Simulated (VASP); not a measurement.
Write the native input for VASP 6.6.1 that does the following.

| Property | Result |
| --- | --- |
| Task | relaxation of cell and atoms |
| Functional | PBE |
| Dispersion | D4 |
| Potentials or basis | VASP PAW PBE potentials, release 64 (Ta_pv, O) |
| Cutoff | 600 eV |
| k mesh | 12 × 12 × 6 |
| Occupations | gaussian, width 0.1 eV |
| Spin | no spin polarisation |
| Dipole correction | no |
| Further INCAR settings | ALGO = Normal; EDIFF = 1e-06; IBRION = 2; EDIFFG = -0.01; NSW = 80; ISIF = 3 |

The structure of Ta4O lies in POSCAR:

```
Ta4O
1.0
    3.2574970000      0.0000000000      0.0000000000
    0.0000000000      3.2574970000      0.0000000000
    0.0000000000      0.0000000000      7.4093410000
Ta O
4 1
Direct
    0.0000000000      0.0000000000      0.5000000000
    0.5000000000      0.5000000000      0.7831580000
    0.5000000000      0.5000000000      0.2168420000
    0.0000000000      0.0000000000      0.0000000000
    0.5000000000      0.5000000000      0.5000000000
```

One way to write it, as run:

INCAR

```
SYSTEM = Ta4O
PREC = Accurate ; ENCUT = 600
EDIFF = 1E-6 ; ISMEAR = 0
SIGMA = 0.1 ; LREAL = .FALSE.
LASPH = .TRUE. ; NELM = 100
ALGO = Normal ; ISIF = 3
LWAVE = .FALSE. ; LCHARG = .FALSE.
GGA = PE ; IVDW = 13
IBRION = 2 ; NSW = 80
EDIFFG = -0.01
```

KPOINTS

```
Automatic mesh
0
G
  12 12 6
  0 0 0
```

Potentials or basis: VASP PAW PBE potentials, release 64 (Ta_pv, O).

Launch:

```sh
$ cat potpaw_PBE.64/Ta_pv/POTCAR potpaw_PBE.64/O/POTCAR > POTCAR
$ mpirun -np 1 vasp_std > vasp.out
```

It gave:

```
Relaxed volume                         : 15.47 Å³/atom
Relaxed cell                           : a = 3.238 Å, b = 3.238 Å, c = 7.379 Å, α = 90.00°, β = 90.00°, γ = 90.00°
Space group after relaxing (to 0.05 Å) : P4/mmm (No. 123)
Energy gained by relaxing              : 2.8 meV/atom
Ionic steps                            : 10
Pressure after relaxing                : 0.0 GPa
Largest force after relaxing           : 0.006 eV/Å
Band gap on the k mesh                 : zero (band 25 reaches 7.04 eV, above the bottom of band 26 at 6.04 eV)
Dispersion energy per atom             : -0.291 eV
```

Caveat: spin-orbit coupling is left out, which moves the levels of the heavy elements; pairwise dispersion overbinds metals, which lowers pressure and volume.

Wall time 8.1 min on 1 thread of Intel(R) Xeon(R) 6975P-C (Granite Rapids), with other jobs on the host, peak memory 0.41 GiB.
